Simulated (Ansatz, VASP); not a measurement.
Two plane-wave programs on SrTe

The input POSCAR:

```
SrTe
1.0
    0.0000000000      3.4198133696      3.4198133696
    3.4198133696      0.0000000000      3.4198133696
    3.4198133696      3.4198133696      0.0000000000
Sr Te
1 1
Direct
    0.0000000000      0.0000000000      0.0000000000
    0.5000000000      0.5000000000      0.5000000000
```

Contents of INCAR.step1:

```
SYSTEM = SrTe
PREC     = Accurate       ! precision mode
ENCUT    = 400            ! plane-wave cutoff, eV
EDIFF    = 1E-5           ! SCF threshold, eV
ISMEAR   = 0              ! smearing method
SIGMA    = 0.01           ! smearing width, eV
LREAL    = .FALSE.        ! projectors in reciprocal space
LASPH    = .TRUE.         ! aspherical terms in the spheres
NELM     = 120            ! most SCF steps
ALGO     = Normal         ! electronic algorithm
ISIF     = 2              ! what is computed and relaxed
LWAVE    = .TRUE.         ! write WAVECAR
GGA      = PE             ! functional
NBANDS   = 15             ! bands
GGA_COMPAT= .FALSE.
```

The input INCAR.step2:

```
SYSTEM = SrTe
PREC     = Accurate       ! precision mode
ENCUT    = 400            ! plane-wave cutoff, eV
EDIFF    = 1E-6           ! SCF threshold, eV
ISMEAR   = 0              ! smearing method
SIGMA    = 0.01           ! smearing width, eV
LREAL    = .FALSE.        ! projectors in reciprocal space
LASPH    = .TRUE.         ! aspherical terms in the spheres
NELM     = 120            ! most SCF steps
ALGO     = Normal         ! electronic algorithm
ISIF     = 2              ! what is computed and relaxed
LWAVE    = .FALSE.        ! write WAVECAR
LCHARG   = .TRUE.         ! write CHGCAR
GGA      = PE             ! functional
LHFCALC  = .TRUE.         ! exact exchange
HFSCREEN = 0.2079         ! screening, 1/A
PRECFOCK = Normal       
LELF     = .TRUE.         ! ELF
LVHAR    = .TRUE.       
ISTART   = 1            
NBANDS   = 15             ! bands
GGA_COMPAT= .FALSE.
```

The input KPOINTS:

```
Automatic mesh
0
G
  4 4 4
  0 0 0
```

Input for Ansatz:

```yaml
crystal:
  lattice:
    - [0.0, 3.4198133696, 3.4198133696]
    - [3.4198133696, 0.0, 3.4198133696]
    - [3.4198133696, 3.4198133696, 0.0]
  atoms:
    - { symbol: Sr, position: [0.0, 0.0, 0.0] }
    - { symbol: Te, position: [0.5, 0.5, 0.5] }
kpoints:
  mp_grid: { grid: [4, 4, 4] }
  band_path:
    path:
      - [0.0, 0.0, 0.0]
      - [0.5, 0.0, 0.5]
      - [0.625, 0.25, 0.625]
      - [0.375, 0.375, 0.75]
      - [0.5, 0.5, 0.5]
      - [0.5, 0.25, 0.75]
      - [0.0, 0.5, 0.5]
    npoints: 1
hamiltonian:
  xc: hse06
scf:
  occupations: { method: fixed }
  n_extra_bands: 4
output:
  forces: true
  stress: true
  eigenvalues: true
```

Change from the starting cell: hydrostatic strain +2.0%.

Alike in both runs: task single point; functional HSE06; k mesh 4 × 4 × 4; no spin polarisation.

|  | VASP | Ansatz |
| --- | --- | --- |
| version | VASP 6.6.1 | Ansatz 0.2.0 |
| potentials or method | VASP PAW PBE potentials, release 64 (Sr_sv, Te) | plane waves, PAW |
| plane-wave cutoff (eV) | 400 | 420 |
| occupations | gaussian, width 0.01 eV | fixed |
| valence electrons in the cell | 16 | 26 |

```csv
,VASP,Ansatz,Ansatz less VASP
gap on the k mesh at the Fermi level (eV),2.63,2.63,-0.002
pressure (GPa),-1.9,-1.9,+0.06
```

VASP's potentials hold 16 valence electrons a cell and Ansatz's 26, so a difference there can come from the potentials and not from the codes. Ansatz's warnings: stress exchange threshold loose, stress scf threshold loose.

Neither program's run includes spin-orbit coupling.
